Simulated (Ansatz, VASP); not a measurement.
Be5Zn2Cd2HgTe10: VASP beside Ansatz

Contents of INCAR:

```
SYSTEM = Be5Zn2Cd2HgTe10
ALGO = Normal
EDIFF = 1E-7
ENCUT = 520
GGA = PE
ISIF = 2
ISMEAR = 0
LASPH = .TRUE.
LCHARG = .FALSE.
LREAL = Auto
LWAVE = .FALSE.
NBANDS = 81
NELM = 80
PREC = Accurate
SIGMA = 0.02
```

KPOINTS

```
k-points
0
G
  4 3 2
  0 0 0
```

The input POSCAR:

```
Be5Zn2Cd2HgTe10
1.0
    3.0209540000      3.0213690000      6.0237590000
   -3.0250360000     -3.0252600000      6.0277680000
    9.0912400000     -6.0708740000      3.0117500000
Be Zn Cd Te Hg
5 2 2 10 1
Direct
    0.9949985107      0.9981485914      0.0104188197
    0.3044081270      0.4998529559      0.3869081594
    0.8056500209      0.9980832766      0.3891776053
    0.4915107268      0.4998965672      0.0127136710
    0.8972886088      0.4981585249      0.1998106595
    0.2018158863      0.9998194015      0.5989177891
    0.6008989980      0.9998522588      0.8006151592
    0.0909440114      0.4998166103      0.8077541039
    0.6989813529      0.4996497299      0.5918904244
    0.5873874736      0.9024333778      0.5836994642
    0.4850587776      0.3750616570      0.8238524137
    0.9712431808      0.9025601300      0.8158671944
    0.3628661808      0.8556635106      0.9895581441
    0.8058720918      0.8569370375      0.1997952919
    0.6739900841      0.3631665590      0.3758233530
    0.1526904997      0.8556220732      0.4100162967
    0.1091521230      0.3750362816      0.5757992383
    0.8500921497      0.3632126597      0.0237879547
    0.2558752297      0.4052108061      0.1997956724
    0.4001384080      0.0002616353      0.1997442655
```

Input for Ansatz:

```yaml
crystal:
  lattice:
    - [3.020954, 3.021369, 6.023759]
    - [-3.025036, -3.02526, 6.027768]
    - [9.09124, -6.070874, 3.01175]
  atoms:
    - { symbol: Be, position: [0.9949985107, 0.9981485914, 0.0104188197] }
    - { symbol: Be, position: [0.304408127, 0.4998529559, 0.3869081594] }
    - { symbol: Be, position: [0.8056500209, 0.9980832766, 0.3891776053] }
    - { symbol: Be, position: [0.4915107268, 0.4998965672, 0.012713671] }
    - { symbol: Be, position: [0.8972886088, 0.4981585249, 0.1998106595] }
    - { symbol: Zn, position: [0.2018158863, 0.9998194015, 0.5989177891] }
    - { symbol: Zn, position: [0.600898998, 0.9998522588, 0.8006151592] }
    - { symbol: Cd, position: [0.0909440114, 0.4998166103, 0.8077541039] }
    - { symbol: Cd, position: [0.6989813529, 0.4996497299, 0.5918904244] }
    - { symbol: Te, position: [0.5873874736, 0.9024333778, 0.5836994642] }
    - { symbol: Te, position: [0.4850587776, 0.375061657, 0.8238524137] }
    - { symbol: Te, position: [0.9712431808, 0.90256013, 0.8158671944] }
    - { symbol: Te, position: [0.3628661808, 0.8556635106, 0.9895581441] }
    - { symbol: Te, position: [0.8058720918, 0.8569370375, 0.1997952919] }
    - { symbol: Te, position: [0.6739900841, 0.363166559, 0.375823353] }
    - { symbol: Te, position: [0.1526904997, 0.8556220732, 0.4100162967] }
    - { symbol: Te, position: [0.109152123, 0.3750362816, 0.5757992383] }
    - { symbol: Te, position: [0.8500921497, 0.3632126597, 0.0237879547] }
    - { symbol: Te, position: [0.2558752297, 0.4052108061, 0.1997956724] }
    - { symbol: Hg, position: [0.400138408, 0.0002616353, 0.1997442655] }
basis:
  ecutwfc: 420
kpoints:
  mp_grid: { grid: [4, 3, 2] }
hamiltonian:
  xc: pbe
scf:
  occupations: { method: gaussian, width: 0.02 }
  n_extra_bands: 10
output:
  forces: true
  stress: true
  eigenvalues: true
  populations: true
  dos:
    method: { smearing: { sigma: 0.1, scheme: gaussian } }
    projected: true
    de: 0.02
  write_density: true
  write_potential: true
  elf: true
  volumetric_format: npy
```

Alike in both runs: task single point; functional PBE; k mesh 4 × 3 × 2; occupations gaussian, width 0.02 eV; no spin polarisation.

```csv
,VASP,Ansatz
version,VASP 6.6.1,Ansatz 0.2.0
potentials or method,"VASP PAW PBE potentials, release 64 (Be, Zn, Cd, Te, Hg), cutoff 520 eV","scalar-relativistic, plane waves, PAW"
valence electrons in the cell,130,254
```

Ansatz gave:

```
gap on the k mesh at the Fermi level (eV)                     : 1.34
least direct gap on the mesh (eV)                             : 1.34
pressure (GPa)                                                : 0.0
traceless stress, the component that is largest in VASP (GPa) : 0.05
rms of the force components (eV/Å)                            : 0.010
```

**Question.** What did VASP give for the same quantities?

**Answer.** gap on the k mesh at the Fermi level (eV): 1.34; least direct gap on the mesh (eV): 1.34; pressure (GPa): 0.1; traceless stress, the component that is largest in VASP (GPa): 0.06; rms of the force components (eV/Å): 0.011.

Atom by atom the forces differ by 0.004 eV/Å (rms over components). With one functional, cell and mesh, what is left measures potentials, basis and numerics. VASP's potentials hold 130 valence electrons a cell and Ansatz's 254, so a difference there can come from the potentials and not from the codes.

Spin-orbit coupling is off throughout.
